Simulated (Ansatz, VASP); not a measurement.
## BAs in VASP and in Ansatz

The input POSCAR:

```
BAs
1.0
    0.0000000000      2.3918699032      2.3918699032
    2.3918699032      0.0000000000      2.3918699032
    2.3918699032      2.3918699032      0.0000000000
B As
1 1
Direct
    0.0000000000      0.0000000000      0.0000000000
    0.2500000000      0.2500000000      0.2500000000
```

The input INCAR.step1:

```
SYSTEM = BAs
  ALGO = Normal
  EDIFF = 1E-5
  ENCUT = 550
  GGA = PE
  GGA_COMPAT = .False.
  ISMEAR = 0
  LASPH = .True.
  LCHARG = .False.
  LREAL = .False.
  LWAVE = .True.
  NBANDS = 11
  NELM = 120
  PREC = Accurate
  SIGMA = 0.01
```

Contents of INCAR.step2:

```
SYSTEM = BAs
  ALGO = Normal
  EDIFF = 1E-6
  ENCUT = 550
  GGA_COMPAT = .False.
  ISIF = 2
  ISMEAR = 0
  ISTART = 1
  LASPH = .True.
  LCHARG = .False.
  LMIXTAU = .True.
  LREAL = .False.
  LWAVE = .False.
  METAGGA = R2SCAN
  NBANDS = 11
  NELM = 120
  PREC = Accurate
  SIGMA = 0.01
```

File KPOINTS:

```
k-points
0
Gamma
  10 10 10
  0 0 0
```

Input for Ansatz:

```yaml
crystal:
  lattice:
    - [0.0, 2.3918699032, 2.3918699032]
    - [2.3918699032, 0.0, 2.3918699032]
    - [2.3918699032, 2.3918699032, 0.0]
  atoms:
    - { symbol: B, position: [0.0, 0.0, 0.0] }
    - { symbol: As, position: [0.25, 0.25, 0.25] }
kpoints:
  mp_grid: { grid: [10, 10, 10] }
  band_path:
    path:
      - [0.0, 0.0, 0.0]
      - [-0.5, -0.5, 0.0]
      - [-0.375, -0.375, 0.25]
      - [-0.375, 0.0, 0.375]
      - [0.0, 0.0, 0.5]
      - [-0.5, -0.25, 0.25]
      - [0.0, 0.398437, 0.398438]
    npoints: 1
hamiltonian:
  xc: r2scan
scf:
  occupations: { method: fixed }
  n_extra_bands: 4
output:
  forces: true
  stress: true
  eigenvalues: true
```

Alike in both runs: task single point; functional r2SCAN; k mesh 10 × 10 × 10; no spin polarisation.

|  | VASP | Ansatz |
| --- | --- | --- |
| version | VASP 6.6.1 | Ansatz 0.2.0 |
| potentials or method | VASP PAW PBE potentials, release 64 (B, As) | plane waves, PAW |
| plane-wave cutoff (eV) | 550 | 500 |
| occupations | gaussian, width 0.01 eV | fixed |
| valence electrons in the cell | 8 | 18 |

```csv
,VASP,Ansatz,Ansatz less VASP
gap on the k mesh at the Fermi level (eV),1.37,1.37,0.000
pressure (GPa),0.3,0.0,-0.24
```

VASP's potentials were made for PBE, not for r2SCAN. VASP's potentials hold 8 valence electrons a cell and Ansatz's 18, so a difference there can come from the potentials and not from the codes.
